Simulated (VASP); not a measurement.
TeOs, 2 atoms in the cell. It takes space group Fm-3m (No. 225, cubic). Conventional cell: a = 5.466 Å, b = 5.466 Å, c = 5.466 Å, α = 90.00°, β = 90.00°, γ = 90.00°. Os (site symmetry m-3m) has 6 Te at 2.73 Å within 3.6 Å. Te (site symmetry m-3m) has 6 Os at 2.73 Å within 3.6 Å. 

| Property | Result |
| --- | --- |
| Program | VASP 6.6.1 |
| Task | single point |
| Functional | PBE |
| Potentials or basis | VASP PAW PBE potentials, release 64 (Os, Te) |
| Cutoff | 520 eV |
| k mesh | 10 × 10 × 10 |
| Occupations | gaussian, width 0.05 eV |
| Spin | collinear spin |
| Starting moments | [1.0, 0.0] μB |
| Dipole correction | no |
| Further INCAR settings | ALGO = Normal; EDIFF = 1e-07; NBANDS = 18 |

Potentials or basis: VASP PAW PBE potentials, release 64 (Os, Te).

Launch:

```bash
$ cat potpaw_PBE.64/Os/POTCAR potpaw_PBE.64/Te/POTCAR > POTCAR
$ mpirun -np 1 vasp_std > vasp.out
```

Hardware: 1 thread of Intel(R) Xeon(R) 6975P-C (Granite Rapids), on a shared host.

Problem. Estimate the wall time of this run.

Solution. Wall time 44 s on 1 thread of Intel(R) Xeon(R) 6975P-C (Granite Rapids), with other jobs on the host, peak memory 0.22 GiB. Counts: scf iterations 15, k points 47.
